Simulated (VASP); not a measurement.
Mg4H: relaxation of cell and atoms with PBE

Mg4H:

```xyz
5
Lattice="2.2216 -2.7560 0.0000 2.2216 2.7560 0.0000 0.0000 0.0000 5.4608" Properties=species:S:1:pos:R:3 pbc="T T T"
Mg    0.0000    0.0000    3.8627
Mg    0.0000    0.0000    1.5981
Mg    3.1822    0.0000    0.0000
Mg    1.2610    0.0000    0.0000
H     2.2216    0.0000    2.7304
```

The cell was generated, and may not be a known phase.

```yaml
Program: VASP 6.6.1
Task: relaxation of cell and atoms
Functional: PBE
Potentials_or_basis: VASP PAW PBE potentials, release 64 (Mg_sv, H)
Cutoff: 840 eV
k_mesh: 6 × 6 × 4
Occupations: gaussian, width 0.1 eV
Spin: no spin polarisation
Dipole_correction: no
Further_INCAR_settings: ALGO = Normal; EDIFF = 1e-07; IBRION = 2; EDIFFG = -0.04; NSW = 90; ISIF = 3
```

| Quantity | Value |
| --- | --- |
| Relaxed volume | 22.52 Å³/atom |
| Relaxed cell | a = 3.859 Å, b = 3.859 Å, c = 7.580 Å, α = 90.00°, β = 90.00°, γ = 85.98° |
| Space group after relaxing (to 0.1 Å) | Cmmm (No. 65) |
| Energy gained by relaxing | 2066.4 meV/atom |
| Ionic steps | 14 |
| Pressure after relaxing | 0.0 GPa |
| Largest force after relaxing | 0.005 eV/Å |
| Band gap on the k mesh | zero (an odd number of electrons rules out a gap without spin polarisation) |

Forces in eV/Å, atoms in the order of the input:
```
Mg   0.000  0.000 -0.003
Mg   0.000  0.000  0.003
Mg  -0.005  0.000  0.000
Mg   0.005  0.000  0.000
H    0.000  0.000  0.000
```

Stress tensor (GPa, compression positive):
```
 0.00  0.00  0.00
 0.00  0.04  0.00
 0.00  0.00 -0.07
```

The path:
| step | energy change (eV) | largest force (eV/Å) | pressure (GPa) | volume (Å³) |
| --- | --- | --- | --- | --- |
| 1 | 0.0000 | 6.1632 | 56.60 | 66.87 |
| 2 | -9.3020 | 3.3635 | 0.15 | 120.12 |
| 3 | -9.3108 | 3.0014 | 4.33 | 110.80 |
| 4 | -9.3424 | 3.2792 | 1.68 | 116.83 |
| 5 | -9.9367 | 0.6462 | -6.47 | 125.64 |
| 6 | -9.9990 | 0.9152 | -4.47 | 123.47 |
| 7 | -10.2865 | 0.3735 | -0.13 | 113.93 |
| 8 | -10.2913 | 0.2767 | 0.53 | 112.54 |
| 9 | -10.3111 | 0.1813 | 0.15 | 112.67 |
| 10 | -10.3147 | 0.2799 | -0.10 | 112.75 |
| 11 | -10.3244 | 0.2073 | -0.02 | 112.55 |
| 12 | -10.3312 | 0.0738 | 0.10 | 112.24 |
| 13 | -10.3313 | 0.0537 | 0.11 | 112.20 |
| 14 | -10.3318 | 0.0048 | -0.01 | 112.58 |

Final structure:
```
Mg H
1.0
     2.82248   -2.63109    0.00000
     2.82248    2.63109    0.00000
     0.00000    0.00000    7.57984
Mg H
4 1
Direct
  0.00000 0.00000 0.67589
  0.00000 0.00000 0.32411
  0.74039 0.74039 0.00000
  0.25961 0.25961 0.00000
  0.50000 0.50000 0.50000
```

Levels at points of the mesh, in eV from the Fermi level:
```csv
k point,band 18,band 19,band 20,band 21,band 22,band 23,band 24
"(0.00, 0.00, 0.00)",-4.31,-3.40,1.63,2.61,2.94,3.14,3.78
"(0.50, 0.00, 0.00)",-3.97,-2.36,-1.48,-1.41,-0.50,3.60,4.56
"(0.50, 0.50, 0.00)",-1.85,-1.74,-1.52,-0.53,0.63,0.70,0.82
"(0.00, 0.00, 0.50)",-5.38,-1.55,0.20,2.22,2.68,2.88,3.07
"(0.50, 0.00, 0.50)",-3.59,-3.21,-2.85,0.80,0.84,2.47,2.67
"(0.50, 0.50, 0.50)",-1.98,-1.55,-1.41,-0.78,-0.54,-0.22,0.55
```

Wall time 28 min on 1 thread of Intel(R) Xeon(R) Platinum 8259CL CPU @ 2.50GHz (Skylake/Cascade Lake), on a shared host, peak memory 0.31 GiB.

Caveat: the volume moved by over 15 % at a fixed basis, so the end points are rough.
